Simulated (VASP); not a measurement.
**ZnS: single point with PBE**

**What was measured.**

“Electronic, vibrational, and thermodynamic properties of ZnS (zincblende and rocksalt structure)”, 2009, arxiv:0911.5022 quotes, for a bulk crystal of ZnS at 19 K: band gap 3.85 eV (direct).

ZnS:

```
CELL_PARAMETERS angstrom
0.00000 2.71989 2.71989
2.71989 0.00000 2.71989
2.71989 2.71989 0.00000
ATOMIC_POSITIONS crystal
Zn 0.25000 0.25000 0.25000
S 0.00000 0.00000 0.00000
```

- Program: VASP 6.6.1
- Task: single point
- Functional: PBE
- Potentials or basis: VASP PAW PBE potentials, release 64 (Zn, S)
- Cutoff: 500 eV
- k mesh: 6 × 6 × 6
- Occupations: gaussian, width 0.01 eV
- Spin: no spin polarisation
- Dipole correction: no
- Further INCAR settings: ALGO = Normal; EDIFF = 1e-06; NBANDS = 16

```
Pressure               : 0.3 GPa
Band gap on the k mesh : 2.03 eV, direct
```

Levels at points of the mesh, in eV from the valence-band top:
```
           k point  band 6  band 7  band 8  band 9  band 10  band 11  band 12  band 13
(0.00, 0.00, 0.00)   -5.79    0.00    0.00    0.00     2.03     6.41     6.41     6.41
(0.50, 0.00, 0.00)   -5.59   -5.16   -0.84   -0.84     3.27     6.94     6.94     8.80
(0.50, 0.50, 0.00)   -5.58   -4.48   -2.15   -2.15     3.45     4.07    10.84    11.83
```

Wall time 11 s on 1 thread of Intel Xeon 6975P-C, on a shared host, peak memory 0.15 GiB.

Against the measured gap of ZnS, 3.85 eV (direct; 19 K; quoted in “Electronic, vibrational, and thermodynamic properties of ZnS (zincblende and rocksalt structure)”, 2009, arxiv:0911.5022), the calculated 2.03 eV is off by -1.82 eV. The value is that of PBE, without temperature or zero-point motion. Semilocal functionals fall short of measured gaps as a rule.
